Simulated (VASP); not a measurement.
Write the native input for VASP 6.6.1 that does the following.

```yaml
Task: single point
Functional: PBEsol
Potentials_or_basis: VASP PAW PBE potentials, release 64 (Mo_sv)
Cutoff: 520 eV
k_mesh: 8 × 8 × 8
Occupations: gaussian, width 0.1 eV
Spin: no spin polarisation
Dipole_correction: no
Further_INCAR_settings: ALGO = Normal; EDIFF = 1e-06; NBANDS = 13
```

The structure of Mo lies in POSCAR:

```
Mo
1.0
    0.0000000000     -2.0150000000     -2.0150000000
    2.0150000000      0.0000000000     -2.0150000000
    2.0150000000     -2.0150000000      0.0000000000
Mo
1
Direct
    0.0000000000      0.0000000000      0.0000000000
```

One way to write it, as run:

INCAR

```
  PREC = Accurate
  ENCUT = 520
  EDIFF = 1E-6
  ISMEAR = 0
  SIGMA = 0.1
  LREAL = F
  LASPH = T
  NELM = 80
  ALGO = Normal
  ISIF = 2
  LWAVE = F
  LCHARG = F
  GGA = PS
  NBANDS = 13
```

KPOINTS

```
regular mesh
0
Gamma
  8 8 8
```

Potentials or basis: VASP PAW PBE potentials, release 64 (Mo_sv).

The run is started by

```sh
$ cat potpaw_PBE.64/Mo_sv/POTCAR > POTCAR
$ mpirun -np 1 vasp_std > vasp.out
```

It gave:

The pressure is -11.5 GPa and the band gap on the k mesh is zero (band 7 reaches 15.21 eV, above the bottom of band 8 at 10.65 eV).

Caveat: the PAW data sets were made with another functional, which shifts forces and pressure a little.

Wall time 2.8 s on 1 thread of Intel(R) Xeon(R) 6975P-C (Granite Rapids), on a shared host, peak memory 0.13 GiB.
